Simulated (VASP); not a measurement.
# HfO2: relaxation of cell and atoms with PBEsol

The system is HfO2.

```
Hf O
1.0
     0.00000    2.52188    2.52188
     2.52188    0.00000    2.52188
     2.52188    2.52188    0.00000
Hf O
1 2
Direct
  0.00000 0.00000 0.00000
  0.25000 0.25000 0.25000
  0.75000 0.75000 0.75000
```

```
Program                : VASP 6.6.1
Task                   : relaxation of cell and atoms
Functional             : PBEsol
Potentials or basis    : VASP PAW PBE potentials, release 64 (Hf_pv, O)
Cutoff                 : 600 eV
k mesh                 : 8 × 8 × 8
Occupations            : gaussian, width 0.01 eV
Spin                   : no spin polarisation
Target pressure        : -1 GPa
Dipole correction      : no
Further INCAR settings : ALGO = Normal; EDIFF = 1e-07; IBRION = 2; EDIFFG = -0.001; NSW = 80; ISIF = 3
```

```json
{"Relaxed volume": "10.57 Å³/atom", "Relaxed cell": "a = 3.553 Å, b = 3.553 Å, c = 3.553 Å, α = 60.00°, β = 60.00°, γ = 60.00°", "Space group after relaxing (to 0.05 Å)": "Fm-3m (No. 225)", "Energy change on relaxing (the enthalpy is what falls)": "-1.8 meV/atom", "Ionic steps": "3", "Pressure after relaxing": "-1.0 GPa", "Band gap on the k mesh": "3.74 eV, direct"}
```

The path:
```tsv
step	energy change (eV)	largest force (eV/Å)	pressure (GPa)	volume (Å³)
1	0.0000	0.0000	-3.93	32.08
2	-0.0010	0.0000	3.77	31.18
3	-0.0055	0.0000	-1.01	31.72
```

Final structure:
```yaml
crystal:
  lattice:
    - [0.00000, 2.51249, 2.51249]
    - [2.51249, 0.00000, 2.51249]
    - [2.51249, 2.51249, 0.00000]
  atoms:
    - { symbol: Hf, position: [0.00000, 0.00000, 0.00000] }
    - { symbol: O, position: [0.25000, 0.25000, 0.25000] }
    - { symbol: O, position: [0.75000, 0.75000, 0.75000] }
```

Levels at points of the mesh, in eV from the valence-band top:
```csv
k point,band 8,band 9,band 10,band 11,band 12,band 13,band 14,band 15
"(0.00, 0.00, 0.00)",-5.57,-0.63,-0.63,-0.63,3.84,3.84,5.86,10.76
"(0.50, 0.00, 0.00)",-3.13,-2.84,-1.88,-1.88,4.62,4.62,7.21,8.93
"(0.50, 0.50, 0.00)",-3.56,-1.59,-1.59,0.00,3.74,5.57,6.84,8.37
```

It took 39 s on 1 thread of Intel Xeon 6975P-C, on a shared host, peak memory 0.17 GiB.

Caveat: the cell is relaxed towards a set pressure, so the enthalpy falls and the energy may rise; the PAW data sets were made with another functional, which shifts forces and pressure a little; spin-orbit coupling is left out, which moves the levels of the heavy elements. A k mesh can miss the band edges.
